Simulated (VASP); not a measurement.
Set up this calculation in VASP 6.6.1, as the native input.

| Property | Result |
| --- | --- |
| Task | single point |
| Functional | PBE |
| Potentials or basis | VASP PAW PBE potentials, release 64 (Sb) |
| Cutoff | 520 eV |
| k mesh | 16 × 16 × 16 |
| Occupations | fermi-dirac, width 0.08 eV |
| Spin | no spin polarisation |
| Dipole correction | no |
| Further INCAR settings | ALGO = Normal; EDIFF = 1e-06; NBANDS = 12 |

The structure of Sb lies in POSCAR:

```
Sb
1.0
   -2.5328940185      2.5328940185      1.3439828463
    2.5328940185     -2.5328940185      1.3439828463
    2.5328940185      2.5328940185     -1.3439828463
Sb
2
Direct
   -0.3750000000     -0.1250000000     -0.2500000000
    0.3750000000      0.1250000000      0.2500000000
```

The input as run:

INCAR

```
SYSTEM = Sb
ALGO = Normal
EDIFF = 1E-6
ENCUT = 520
GGA = PE
ISIF = 2
ISMEAR = -1
LASPH = .TRUE.
LCHARG = .FALSE.
LREAL = .FALSE.
LWAVE = .FALSE.
NBANDS = 12
NELM = 60
PREC = Accurate
SIGMA = 0.08
```

KPOINTS

```
k-points
0
G
  16 16 16
  0 0 0
```

Potentials or basis: VASP PAW PBE potentials, release 64 (Sb).

Launch:

```console
$ cat potpaw_PBE.64/Sb/POTCAR > POTCAR
$ mpirun -np 1 vasp_std > vasp.out
```

Results of the run:

The pressure is 101.9 GPa. The band gap on the k mesh is zero (band 5 reaches 20.90 eV, above the bottom of band 6 at 12.89 eV).

Caveat: spin-orbit coupling is left out, which moves the levels of the heavy elements.

It took 58 s on 1 thread of Intel(R) Xeon(R) 6975P-C (Granite Rapids) (shared host), peak memory 0.24 GiB.
